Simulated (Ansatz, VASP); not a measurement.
**One calculation of SrO, two programs**

Contents of POSCAR:

```
SrO
1.0
    0.0000000000      2.6340450000      2.5055550000
    2.6340450000      0.0000000000      2.5055550000
    2.6340450000      2.6340450000      0.0000000000
Sr O
1 1
Direct
    0.0000000000      0.0000000000      0.0000000000
    0.5000000000      0.5000000000      0.5000000000
```

File INCAR.step1:

```
ALGO = Normal ; EDIFF = 1E-4
ENCUT = 520 ; GGA = PE
ISMEAR = 0 ; LASPH = T
LCHARG = F ; LREAL = F
LWAVE = T ; NBANDS = 15
NELM = 60 ; PREC = Accurate
SIGMA = 0.05
```

File INCAR.step2:

```
ALGO = Normal ; EDIFF = 1E-6
ENCUT = 520 ; ISIF = 2
ISMEAR = 0 ; ISTART = 1
LASPH = T ; LCHARG = F
LMIXTAU = T ; LREAL = F
LWAVE = F ; METAGGA = R2SCAN
NBANDS = 15 ; NELM = 60
PREC = Accurate ; SIGMA = 0.05
```

KPOINTS

```
k-points
0
Gamma
  8 8 8
```

Input for Ansatz:

```yaml
crystal:
  lattice:
    - [0.0, 2.634045, 2.505555]
    - [2.634045, 0.0, 2.505555]
    - [2.634045, 2.634045, 0.0]
  atoms:
    - { symbol: Sr, position: [0.0, 0.0, 0.0] }
    - { symbol: O, position: [0.5, 0.5, 0.5] }
basis:
  ecutwfc: 500
kpoints:
  mp_grid: { grid: [8, 8, 8] }
hamiltonian:
  xc: r2scan
scf:
  occupations: { method: gaussian, width: 0.05 }
output:
  forces: true
  stress: true
  eigenvalues: true
```

Change from the starting cell: strain +0.025 along x and y, -0.025 along z, atoms carried along.

Alike in both runs: task single point; functional r2SCAN; k mesh 8 × 8 × 8; occupations gaussian, width 0.05 eV; no spin polarisation.

```csv
,VASP,Ansatz
version,VASP 6.6.1,Ansatz 0.2.0
potentials or method,"VASP PAW PBE potentials, release 64 (Sr_sv, O), cutoff 520 eV","scalar-relativistic, plane waves, PAW"
valence electrons in the cell,16,16
```

|  | VASP | Ansatz | Ansatz less VASP |
| --- | --- | --- | --- |
| gap on the k mesh at the Fermi level (eV) | 3.50 | 3.55 | +0.053 |
| least direct gap on the mesh (eV) | 3.79 | 3.83 | +0.041 |
| pressure (GPa) | -0.1 | -0.6 | -0.52 |
| traceless stress, the component that is largest in VASP (GPa) | 4.85 | 4.60 | -0.247 |

VASP's potentials were made for PBE, not for r2SCAN. With one functional, cell and mesh, what is left measures potentials, basis and numerics.
